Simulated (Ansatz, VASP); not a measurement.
## SnSe in VASP and in Ansatz

The input INCAR:

```
SYSTEM = SnSe
  PREC = Accurate
  ENCUT = 520
  EDIFF = 1E-6
  ISMEAR = 0
  SIGMA = 0.05
  LREAL = .FALSE.
  LASPH = .TRUE.
  NELM = 80
  ALGO = Normal
  ISIF = 2
  LWAVE = .FALSE.
  LCHARG = .FALSE.
  GGA = PE
  IVDW = 12
  NBANDS = 17
```

File KPOINTS:

```
regular mesh
0
G
  10 10 10
  0 0 0
```

File POSCAR:

```
SnSe
1.0
    0.0000000000      2.9887688397      2.8991057745
    2.9887688397      0.0000000000      2.8991057745
    2.9887688397      2.9887688397      0.0000000000
Sn Se
1 1
Direct
    0.0000000000      0.0000000000      0.0000000000
    0.5000000000      0.5000000000      0.5000000000
```

Input for Ansatz:

```yaml
crystal:
  lattice:
    - [0.0, 2.9887688397, 2.8991057745]
    - [2.9887688397, 0.0, 2.8991057745]
    - [2.9887688397, 2.9887688397, 0.0]
  atoms:
    - { symbol: Sn, position: [0.0, 0.0, 0.0] }
    - { symbol: Se, position: [0.5, 0.5, 0.5] }
basis:
  ecutwfc: 420
kpoints:
  mp_grid: { grid: [10, 10, 10] }
hamiltonian:
  xc: pbe
  dispersion: d3bj
scf:
  occupations: { method: gaussian, width: 0.05 }
output:
  forces: true
  stress: true
  eigenvalues: true
```

Change from the starting cell: strain +0.000 along x and y, -0.030 along z, atoms carried along.

Alike in both runs: task single point; functional PBE; dispersion D3(BJ); k mesh 10 × 10 × 10; occupations gaussian, width 0.05 eV; no spin polarisation.

|  | VASP | Ansatz |
| --- | --- | --- |
| version | VASP 6.6.1 | Ansatz 0.2.0 |
| potentials or method | VASP PAW PBE potentials, release 64 (Sn_d, Se), cutoff 520 eV | scalar-relativistic, plane waves, PAW |
| valence electrons in the cell | 20 | 30 |

Ansatz gave:

- gap on the k mesh at the Fermi level (eV): 0.40
- least direct gap on the mesh (eV): 0.52
- pressure (GPa): 1.9
- traceless stress, the component that is largest in VASP (GPa): 3.25

Task: What did VASP give for the same quantities?

Result: gap on the k mesh at the Fermi level (eV): 0.40; least direct gap on the mesh (eV): 0.52; pressure (GPa): 1.9; traceless stress, the component that is largest in VASP (GPa): 3.26.

VASP's potentials hold 20 valence electrons a cell and Ansatz's 30, so a difference there can come from the potentials and not from the codes.
